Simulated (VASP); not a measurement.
# SnO2 (Cassiterite) (P4_2/mnm) in VASP: a series of runs

The runs below take SnO2 (Cassiterite) through single point, with LDA, r2SCAN.

Everything below comes from runs of VASP 6.6.1. Logs are shortened: lines on timing, memory, paths and dates and some standing lists are left out, and cuts for length are marked.

## 1. The cell of the first run

It takes space group P4_2/mnm (No. 136, tetragonal). The conventional cell has a = 4.738 Å, b = 4.738 Å, c = 3.187 Å, α = 90.00°, β = 90.00°, γ = 90.00°. Within 2.7 Å of Sn (site symmetry mmm) lie 6 O at 2.05 to 2.06 Å. Within 2.7 Å of O (site symmetry m2m) lie 3 Sn at 2.05 to 2.06 Å and 1 O at 2.59 Å.

## 2. Single point, LDA

Contents of INCAR:

```
SYSTEM = SnO2
PREC = Accurate
ENCUT = 520
EDIFF = 1E-7
ISMEAR = 0
SIGMA = 0.01
LREAL = .FALSE.
LASPH = .TRUE.
NELM = 60
ALGO = Normal
ISIF = 2
LWAVE = .FALSE.
LCHARG = .FALSE.
NBANDS = 35
```

Contents of KPOINTS:

```
Automatic mesh
0
G
  4 4 6
  0 0 0
```

Contents of POSCAR:

```
SnO2
1.0
    4.7380000000      0.0000000000      0.0000000000
    0.0000000000      4.7380000000      0.0000000000
    0.0000000000      0.0000000000      3.1865000000
Sn O
2 4
Direct
    0.0000000000      0.0000000000      0.0000000000
    0.5000000000      0.5000000000      0.5000000000
    0.3071000000      0.3071000000      0.0000000000
    0.1929000000      0.8071000000      0.5000000000
    0.6929000000      0.6929000000      0.0000000000
    0.8071000000      0.1929000000      0.5000000000
```

Potentials or basis: VASP PAW LDA potentials, release 64 (Sn_d, O).

Launch:

```
> cat potpaw_LDA.64/Sn_d/POTCAR potpaw_LDA.64/O/POTCAR > POTCAR
> mpirun -np 1 vasp_std > vasp.out
```

OUTCAR:

```text
SYSTEM = SnO2
   PREC = Accurate
   ENCUT = 520
   EDIFF = 1E-7
   ISMEAR = 0
   LREAL = .FALSE.
   LASPH = .TRUE.
   NELM = 60
   ISIF = 2

 ion  position               nearest neighbor table
   1  0.000  0.000  0.000-   4 2.05   6 2.05   4 2.05   6 2.05   5 2.06   3 2.06   2 3.71   2 3.71
                             2 3.71   2 3.71   2 3.71   2 3.71   2 3.71   2 3.71
   2  0.500  0.500  0.500-   3 2.05   5 2.05   3 2.05   5 2.05   4 2.06   6 2.06   1 3.71   1 3.71
                             1 3.71   1 3.71   1 3.71   1 3.71   1 3.71   1 3.71
   3  0.307  0.307  0.000-   2 2.05   2 2.05   1 2.06
   4  0.193  0.807  0.500-   1 2.05   1 2.05   2 2.06
   5  0.693  0.693  0.000-   2 2.05   2 2.05   1 2.06
   6  0.807  0.193  0.500-   1 2.05   1 2.05   2 2.06

  LATTYP: Found a simple tetragonal cell.
 ALAT       =     4.7380000000
 C/A-ratio  =     0.6725411566

  Lattice vectors:

 A1 = (   4.7380000000,   0.0000000000,   0.0000000000)
 A2 = (   0.0000000000,   4.7380000000,   0.0000000000)
 A3 = (   0.0000000000,   0.0000000000,   3.1865000000)

Analysis of symmetry for initial positions (statically):
=====================================================================
 Subroutine PRICEL returns:
 Original cell was already a primitive cell.

 Routine SETGRP: Setting up the symmetry group for a
 simple tetragonal supercell.

 Subroutine GETGRP returns: Found 16 space group operations
 (whereof  8 operations were pure point group operations)
 out of a pool of 16 trial point group operations.

The static configuration has the point symmetry D_2h.
 The point group associated with its full space group is D_4h.

Analysis of symmetry for dynamics (positions and initial velocities):
=====================================================================
 Subroutine PRICEL returns:
 Original cell was already a primitive cell.

 Routine SETGRP: Setting up the symmetry group for a
 simple tetragonal supercell.

 Subroutine GETGRP returns: Found 16 space group operations
 (whereof  8 operations were pure point group operations)
 out of a pool of 16 trial point group operations.

The dynamic configuration has the point symmetry D_2h.
 The point group associated with its full space group is D_4h.

 Subroutine INISYM returns: Found 16 space group operations
 (whereof  8 operations are pure point group operations),
 and found     1 'primitive' translations

----------------------------------------------------------------------------------------

                                     Primitive cell

  volume of cell :      71.5326

  direct lattice vectors                    reciprocal lattice vectors
     4.738000000  0.000000000  0.000000000     0.211059519  0.000000000  0.000000000
     0.000000000  4.738000000  0.000000000     0.000000000  0.211059519  0.000000000
     0.000000000  0.000000000  3.186500000     0.000000000  0.000000000  0.313823945

  length of vectors
     4.738000000  4.738000000  3.186500000     0.211059519  0.211059519  0.313823945

  position of ions in fractional coordinates (direct lattice)
     0.000000000  0.000000000  0.000000000
     0.500000000  0.500000000  0.500000000
     0.307100000  0.307100000  0.000000000
     0.192900000  0.807100000  0.500000000
     0.692900000  0.692900000  0.000000000
     0.807100000  0.192900000  0.500000000

  ion indices of the primitive-cell ions
   primitive index   ion index
                 1           1
                 2           2
                 3           3
                 4           4
                 5           5
                 6           6

----------------------------------------------------------------------------------------

 KPOINTS: Automatic mesh

Automatic generation of k-mesh.
 Grid dimensions read from file:
 generate k-points for:    4    4    6

 Generating k-lattice:

  Cartesian coordinates                     Fractional coordinates (reciprocal lattice)
     0.052764880  0.000000000  0.000000000     0.250000000  0.000000000  0.000000000
     0.000000000  0.052764880  0.000000000     0.000000000  0.250000000  0.000000000
     0.000000000  0.000000000  0.052303991     0.000000000  0.000000000  0.166666667

  Length of vectors
     0.052764880  0.052764880  0.052303991

  Shift w.r.t. Gamma in fractional coordinates (k-lattice)
     0.000000000  0.000000000  0.000000000

 Subroutine IBZKPT returns following result:
 ===========================================

 Found     24 irreducible k-points:

 Following reciprocal coordinates:
            Coordinates               Weight
  0.000000  0.000000  0.000000      1.000000
  0.250000  0.000000  0.000000      4.000000
  0.500000  0.000000  0.000000      2.000000
  0.250000  0.250000  0.000000      4.000000
  0.500000  0.250000  0.000000      4.000000
  0.500000  0.500000  0.000000      1.000000
[... 16 lines left out ...]
  0.500000  0.250000  0.500000      4.000000
  0.500000  0.500000  0.500000      1.000000
   k-points           NKPTS =     24   k-points in BZ     NKDIM =     24   number of bands    NBANDS=     35
   number of dos      NEDOS =    301   number of ions     NIONS =      6
   total plane-waves  NPLWV =  31104
   dimension x,y,z NGX =    36 NGY =   36 NGZ =   24
   dimension x,y,z NGXF=    72 NGYF=   72 NGZF=   48
   ions per type =               2   4
   NGX,Y,Z   is equivalent  to a cutoff of  12.63, 12.63, 12.52 a.u.
   NGXF,Y,Z  is equivalent  to a cutoff of  25.26, 25.26, 25.04 a.u.
 SYSTEM =  SnO2
   PREC   = accura    normal or accurate (medium, high low for compatibility)
   ISTART =      0    job   : 0-new  1-cont  2-samecut
   ICHARG =      2    charge: 1-file 2-atom 10-const
   ISPIN  =      1    spin polarized calculation?
   LNONCOLLINEAR =      F non collinear calculations
   LSORBIT =      F    spin-orbit coupling
   LASPH  =      T    aspherical Exc in radial PAW
   ENCUT  =  520.0 eV  38.22 Ry    6.18 a.u.   8.81  8.81  5.92*2*pi/ulx,y,z
   NELM   =     60;   NELMIN=  2; NELMDL= -5     # of ELM steps
   EDIFF  = 0.1E-06   stopping-criterion for ELM
   LREAL  =      F    real-space projection
   EDIFFG = 0.1E-05   stopping-criterion for IOM
   NSW    =      0    number of steps for IOM
   IBRION =     -1    ionic relax: 0-MD 1-quasi-New 2-CG
   NFREE  =      0    steps in history (QN), initial steepest desc. (CG)
   ISIF   =      2    stress and relaxation
   ISYM   =      2    0-nonsym 1-usesym 2-fastsym
   POTIM  = 0.5000    time-step for ionic-motion
   TEBEG  =    0.0;   TEEND  =   0.0 temperature during run
   PSTRESS=    0.0 pullay stress
   NELECT =      52.0000    total number of electrons
   NUPDOWN=      -1.0000    fix difference up-down
   EMIN   =  10.00;   EMAX   =-10.00  energy-range for DOS
   EFERMI =   0.00;   METHOD = LEGACY
   ISMEAR =     0;   SIGMA  =   0.01  broadening in eV -4-tet -1-fermi 0-gaus
   EFERMI_NEDOS =   21; number of points for ismear=-14 and -15
   IALGO  =     38    algorithm
   IMIX   =      4    mixing-type and parameters
     AMIX     =   0.40;   BMIX     =  1.00
     AMIX_MAG =   1.60;   BMIX_MAG =  1.00
  volume/ion in A,a.u.               =      11.92        80.45
  Fermi-wavevector in a.u.,A,eV,Ry     =   1.472000  2.781677 29.480903  2.166785
  Thomas-Fermi vector in A             =   2.587068
   LORBIT       =      0    0 simple, 1 ext, 2 COOP (PROOUT), +10 PAW based schemes
   GGA     = CA    functional components
   LHFCALC =     F    Hartree Fock is set to
   AEXX    =    0.0000 exact exchange contribution
   IVDW    =     0    specifies the selected vdW correction
   LEPSILON=     F    determine dielectric tensor
   LRPA    =     F    only Hartree local field effects (RPA)
 non-spin polarized calculation
 Gauss-broadening in eV      SIGMA  =   0.01
  energy-cutoff  :      520.00
  volume of cell :       71.53
 maximum number of plane-waves:      1992
 NGX is ok and might be reduce to    36
   NGX = 17   NGY = 17   NGZ = 11

 number of electron      51.9999993 magnetization

 Free energy of the ion-electron system (eV)
  ---------------------------------------------------
  ext. energy  EPLUGINS =         0.00000000
  ---------------------------------------------------
  free energy    TOTEN  =       -42.27673895 eV

  energy without entropy =      -42.27673895  energy(sigma->0) =      -42.27673895

 E-fermi :   5.9512     XC(G=0): -11.7993

 val. band max:        5.8661073126   @ k =   0.0000   0.0000   0.0000
 cond. band min:       7.0344640803   @ k =   0.0000   0.0000   0.0000
 fundamental gap:      1.1683567678
 Fermi energy:         5.9511627538

 k-point     1 :       0.0000    0.0000    0.0000
  band No.  band energies     occupation
      1     -15.1400      2.00000
      2     -14.3943      2.00000
      3     -14.1004      2.00000
      4     -14.0851      2.00000
      5     -14.0851      2.00000
      6     -13.9878      2.00000
[... 27 lines left out ...]
     34      17.6951      0.00000
     35      18.1650      0.00000

 k-point     2 :       0.2500    0.0000    0.0000
  band No.  band energies     occupation
      1     -15.0470      2.00000
      2     -14.5027      2.00000
      3     -14.0990      2.00000
      4     -14.0813      2.00000
      5     -14.0811      2.00000
      6     -14.0521      2.00000
[... 27 lines left out ...]
     34      17.7286      0.00000
     35      18.1016      0.00000

 k-point     3 :       0.5000    0.0000    0.0000
  band No.  band energies     occupation
      1     -14.7938      2.00000
      2     -14.7938      2.00000
      3     -14.0918      2.00000
      4     -14.0918      2.00000
      5     -14.0771      2.00000
      6     -14.0771      2.00000
[... 27 lines left out ...]
     34      18.0494      0.00000
     35      18.2392      0.00000
[... 723 lines left out ...]
 k-point    23 :       0.5000    0.2500    0.5000
  band No.  band energies     occupation
      1     -14.9956      2.00000
      2     -14.9956      2.00000
      3     -14.2356      2.00000
      4     -14.2356      2.00000
      5     -13.9426      2.00000
      6     -13.9426      2.00000
[... 27 lines left out ...]
     34      17.2147      0.00000
     35      18.4341      0.00000

 k-point    24 :       0.5000    0.5000    0.5000
  band No.  band energies     occupation
      1     -14.8980      2.00000
      2     -14.8980      2.00000
      3     -14.3994      2.00000
      4     -14.3994      2.00000
      5     -13.9386      2.00000
      6     -13.9386      2.00000
[... 27 lines left out ...]
     34      16.8226      0.00000
     35      18.7732      0.00000

------------------------ aborting loop because EDIFF is reached ----------------------------------------

  FORCE on cell =-STRESS in cart. coord.  units (eV):
  Direction    XX          YY          ZZ          XY          YZ          ZX
  --------------------------------------------------------------------------------------
  -------------------------------------------------------------------------------------
  Total       -0.0943665     -0.0943665      0.5942839      0.0000000      0.0000000      0.0000000
  in kB       -2.1136068     -2.1136068     13.3106884      0.0000000      0.0000000      0.0000000
  external PRESSURE =       3.0278249 kB  Pullay stress =       0.0000000 kB

 VOLUME and BASIS-vectors are now :
 -----------------------------------------------------------------------------
  energy-cutoff  :      520.00
  volume of cell :       71.53
      direct lattice vectors                 reciprocal lattice vectors
     4.738000000  0.000000000  0.000000000     0.211059519  0.000000000  0.000000000
     0.000000000  4.738000000  0.000000000     0.000000000  0.211059519  0.000000000
     0.000000000  0.000000000  3.186500000     0.000000000  0.000000000  0.313823945

 POSITION                                       TOTAL-FORCE (eV/Angst)
 -----------------------------------------------------------------------------------
      0.00000      0.00000      0.00000        -0.000000     -0.000000      0.000000
      2.36900      2.36900      1.59325        -0.000000     -0.000000      0.000000
      1.45504      1.45504      0.00000        -0.127599     -0.127599      0.000000
      0.91396      3.82404      1.59325         0.127599     -0.127599      0.000000
      3.28296      3.28296      0.00000         0.127599      0.127599      0.000000
      3.82404      0.91396      1.59325        -0.127599      0.127599      0.000000
 -----------------------------------------------------------------------------------
    total drift:                               -0.000000      0.000000      0.000000

  FREE ENERGIE OF THE ION-ELECTRON SYSTEM (eV)
  ---------------------------------------------------
  free  energy   TOTEN  =       -42.2767389524 eV

  energy  without entropy=      -42.2767389524  energy(sigma->0) =      -42.27673895
```

Run time: 35 s. Hardware: 1 thread of AMD EPYC 9R45 (Zen 5), shared host; peak memory 0.15 GiB.

What came out:

| Quantity | Value |
| --- | --- |
| Free energy | -42.2767 eV |
| Pressure | 0.3 GPa |
| Largest force | 0.180 eV/Å |
| Band gap on the k mesh | 1.17 eV, direct |

Forces on the atoms (eV/Å):
```
Sn   0.000  0.000  0.000
Sn   0.000  0.000  0.000
O   -0.128 -0.128  0.000
O    0.128 -0.128  0.000
O    0.128  0.128  0.000
O   -0.128  0.128  0.000
```

Stress tensor (GPa, compression positive):
```
-0.21  0.00  0.00
 0.00 -0.21  0.00
 0.00  0.00  1.33
```

Caveat: spin-orbit coupling is left out, which moves the levels of the heavy elements. As with any semilocal functional, this LDA gap is likely too small.

## 3. Single point, r2SCAN

POSCAR is that of step 2.

Contents of INCAR.step1:

```
PREC = Accurate
ENCUT = 520
ISMEAR = 0
SIGMA = 0.01
LREAL = False
LASPH = True
NELM = 80
NBANDS = 35
GGA = PE
ALGO = Normal
EDIFF = 1E-4
LWAVE = True
LCHARG = False
```

Contents of INCAR.step2:

```
PREC = Accurate
ENCUT = 520
EDIFF = 1E-6
ISMEAR = 0
SIGMA = 0.01
LREAL = False
LASPH = True
NELM = 80
ALGO = Normal
ISIF = 2
LWAVE = False
LCHARG = False
METAGGA = R2SCAN
LMIXTAU = True
NBANDS = 35
ISTART = 1
```

Contents of KPOINTS:

```
Automatic mesh
0
Gamma
  4 4 6
```

Potentials or basis: VASP PAW PBE potentials, release 64 (Sn_d, O).

Launch:

```
> cat potpaw_PBE.64/Sn_d/POTCAR potpaw_PBE.64/O/POTCAR > POTCAR
> cp INCAR.step1 INCAR
> mpirun -np 1 vasp_std > vasp.out
> cp INCAR.step2 INCAR
> mpirun -np 1 vasp_std > vasp.out
```

It took 2.3 min on 1 thread of AMD EPYC 9R45 (Zen 5), shared host; peak memory 0.17 GiB.

The run converged. Its results:

```yaml
Free_energy: -84.6051 eV
Pressure: 4.5 GPa
Largest_force: 0.277 eV/Å
Band_gap_on_the_k_mesh: 1.99 eV, direct
```

Forces in eV/Å, atoms in the order of the input:
```
Sn   0.000  0.000  0.000
Sn   0.000  0.000  0.000
O   -0.196 -0.196  0.000
O    0.196 -0.196  0.000
O    0.196  0.196  0.000
O   -0.196  0.196  0.000
```

Stress tensor (GPa, compression positive):
```
3.88 0.00 0.00
0.00 3.88 0.00
0.00 0.00 5.71
```

Levels at points of the mesh, in eV from the valence-band top:
| k point | band 24 | band 25 | band 26 | band 27 | band 28 | band 29 |
| --- | --- | --- | --- | --- | --- | --- |
| (0.00, 0.00, 0.00) | -0.78 | -0.78 | 0.00 | 1.99 | 6.91 | 7.15 |
| (0.50, 0.00, 0.00) | -1.16 | -0.64 | -0.64 | 5.17 | 5.17 | 7.88 |
| (0.50, 0.50, 0.00) | -1.28 | -0.93 | -0.93 | 5.58 | 5.58 | 8.31 |
| (0.00, 0.00, 0.50) | -1.70 | -1.29 | -1.29 | 7.08 | 7.08 | 10.65 |
| (0.50, 0.00, 0.50) | -1.13 | -0.66 | -0.66 | 7.36 | 7.36 | 8.98 |
| (0.50, 0.50, 0.50) | -0.98 | -0.87 | -0.87 | 5.75 | 5.75 | 9.69 |

Caveat: the PAW data sets were made with another functional, which shifts forces and pressure a little; spin-orbit coupling is left out, which moves the levels of the heavy elements.
